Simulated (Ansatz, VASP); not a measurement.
# One calculation of SiN, two programs

```
Si N
1.0
     0.00000    0.00000    5.60531
     2.81250   -4.87140    0.00000
     2.81250    4.87140    0.00000
Si N
8 8
Direct
  0.51879 0.66667 0.33333
  0.51879 0.16667 0.33333
  0.51879 0.66667 0.83333
  0.51879 0.16667 0.83333
  0.01879 0.33333 0.16667
  0.01879 0.83333 0.16667
  0.01879 0.33333 0.66667
  0.01879 0.83333 0.66667
  0.86121 0.66667 0.33333
  0.86121 0.16667 0.33333
  0.86121 0.66667 0.83333
  0.86121 0.16667 0.83333
  0.36121 0.33333 0.16667
  0.36121 0.83333 0.16667
  0.36121 0.33333 0.66667
  0.36121 0.83333 0.66667
```

Alike in both runs: functional r2SCAN; k mesh 8 × 6 × 6; occupations gaussian, width 0.1 eV; no spin polarisation.

Ansatz relaxed the structure, and its values are those at the end. VASP's run is a single point on that final structure, the one shown.

|  | VASP | Ansatz |
| --- | --- | --- |
| version | VASP 6.6.1 | Ansatz 0.2.0 |
| potentials or method | VASP PAW PBE potentials, release 64 (Si, N), cutoff 520 eV | scalar-relativistic, plane waves, PAW |
| valence electrons in the cell | 72 | 72 |

```tsv
	VASP	Ansatz	Ansatz less VASP
gap on the k mesh at the Fermi level (eV)	none	none	-
pressure (GPa)	0.0	0.0	-0.07
```

VASP's potentials were made for PBE, not for r2SCAN. A gap of «none» marks a metal or a gap that the smearing closes.
